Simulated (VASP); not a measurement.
Here is a VASP 6.6.1 calculation.

INCAR

```
SYSTEM = Ti
  ALGO = Normal
  EDIFF = 1E-6
  ENCUT = 520
  GGA = PE
  ISIF = 2
  ISMEAR = 0
  LASPH = .True.
  LCHARG = .False.
  LREAL = .False.
  LWAVE = .False.
  NBANDS = 12
  NELM = 80
  PREC = Accurate
  SIGMA = 0.15
```

KPOINTS

```
k-points
0
Gamma
  22 22 22
  0 0 0
```

The input POSCAR:

```
Ti
1.0
   -1.6979213348      1.6979213348      1.6979213348
    1.6979213348     -1.6979213348      1.6979213348
    1.6979213348      1.6979213348     -1.6979213348
Ti
1
Direct
    0.0000000000      0.0000000000      0.0000000000
```

Potentials or basis: VASP PAW PBE potentials, release 64 (Ti_sv).

Command:

```bash
$ cat potpaw_PBE.64/Ti_sv/POTCAR > POTCAR
$ mpirun -np 1 vasp_std > vasp.out
```

Estimate the pressure.

-10.8 GPa.

What does it give for the band gap on the k mesh?

Zero (bands 6 and 7 overlap by 1.45 eV).

Caveat: the cell stands under tension.
